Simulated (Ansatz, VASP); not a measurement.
**Al3GaN4: VASP beside Ansatz**

File POSCAR:

```
Al3GaN4
1.0
    4.7533362760      0.0000000000      0.0000000000
    0.0000000000      4.7533362760      0.0000000000
    0.0000000000      0.0000000000      4.2251878009
Al Ga N
3 1 4
Direct
    0.5000000000      0.5000000000      0.0000000000
    0.5000000000      0.0000000000      0.5000000000
    0.0000000000      0.5000000000      0.5000000000
    0.0000000000      0.0000000000      0.0000000000
    0.7444581602      0.7444581602      0.2555418398
    0.7444581602      0.2555418398      0.7444581602
    0.2555418398      0.7444581602      0.7444581602
    0.2555418398      0.2555418398      0.2555418398
```

The input INCAR.step1:

```
ALGO = Normal
EDIFF = 1E-4
ENCUT = 520
GGA = PE
ISMEAR = 0
LASPH = T
LCHARG = F
LREAL = F
LWAVE = T
NBANDS = 31
NELM = 80
PREC = Accurate
SIGMA = 0.05
```

INCAR.step2

```
ALGO = Normal
EDIFF = 1E-7
ENCUT = 520
ISIF = 2
ISMEAR = 0
ISTART = 1
LASPH = T
LCHARG = T
LELF = T
LMIXTAU = T
LREAL = F
LVHAR = T
LWAVE = F
METAGGA = R2SCAN
NBANDS = 31
NELM = 80
PREC = Accurate
SIGMA = 0.05
```

KPOINTS

```
k-points
0
Gamma
  6 6 6
```

Input for Ansatz:

```yaml
crystal:
  lattice:
    - [4.753336276, 0.0, 0.0]
    - [0.0, 4.753336276, 0.0]
    - [0.0, 0.0, 4.2251878009]
  atoms:
    - { symbol: Al, position: [0.5, 0.5, 0.0] }
    - { symbol: Al, position: [0.5, 0.0, 0.5] }
    - { symbol: Al, position: [0.0, 0.5, 0.5] }
    - { symbol: Ga, position: [0.0, 0.0, 0.0] }
    - { symbol: "N", position: [0.7444581602, 0.7444581602, 0.2555418398] }
    - { symbol: "N", position: [0.7444581602, 0.2555418398, 0.7444581602] }
    - { symbol: "N", position: [0.2555418398, 0.7444581602, 0.7444581602] }
    - { symbol: "N", position: [0.2555418398, 0.2555418398, 0.2555418398] }
basis:
  ecutwfc: 500
kpoints:
  mp_grid: { grid: [6, 6, 6] }
hamiltonian:
  xc: r2scan
scf:
  occupations: { method: gaussian, width: 0.05 }
output:
  forces: true
  stress: true
  eigenvalues: true
```

Change from the starting cell: strain +0.080 along x and y, -0.040 along z, atoms carried along.

Alike in both runs: task single point; functional r2SCAN; k mesh 6 × 6 × 6; occupations gaussian, width 0.05 eV; no spin polarisation.

```csv
,VASP,Ansatz
version,VASP 6.6.1,Ansatz 0.2.0
potentials or method,"VASP PAW PBE potentials, release 64 (Al, Ga_d, N), cutoff 520 eV","scalar-relativistic, plane waves, PAW"
valence electrons in the cell,42,42
```

Ansatz gave:

- gap on the k mesh at the Fermi level (eV): 2.81
- least direct gap on the mesh (eV): 2.81
- pressure (GPa): -19.5
- traceless stress, the component that is largest in VASP (GPa): 9.00
- rms of the force components (eV/Å): 0.040

Task: Which values does VASP return?

Result: gap on the k mesh at the Fermi level (eV): 2.83; least direct gap on the mesh (eV): 2.83; pressure (GPa): -19.6; traceless stress, the component that is largest in VASP (GPa): 9.02; rms of the force components (eV/Å): 0.045.

VASP's potentials were made for PBE, not for r2SCAN. Atom by atom the forces differ by 0.024 eV/Å (rms over components).
